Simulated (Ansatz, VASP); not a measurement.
One calculation of Pd, two programs

```xyz
1
Lattice="0.0000 1.9735 1.9735 1.9735 0.0000 1.9735 1.9735 1.9735 0.0000" Properties=species:S:1:pos:R:3 pbc="T T T"
Pd    0.0000    0.0000    0.0000
```

Alike in both runs: task single point; functional PBE; k mesh 14 × 14 × 14; occupations gaussian, width 0.2 eV; no spin polarisation.

```csv
,VASP,Ansatz
version,VASP 6.6.1,Ansatz 0.2.0
potentials or method,"VASP PAW PBE potentials, release 64 (Pd), cutoff 520 eV","plane waves (420 eV) with PAW, scalar-relativistic"
valence electrons in the cell,10,18
```

VASP gave:

```
pressure (GPa) : -0.4
```

Question: Which values does Ansatz return?

Answer: Pressure (GPa): -0.1.

The functional is the same, so the differences come from potentials, cutoffs and numerics. VASP's potentials hold 10 valence electrons a cell and Ansatz's 18, so a difference there can come from the potentials and not from the codes.
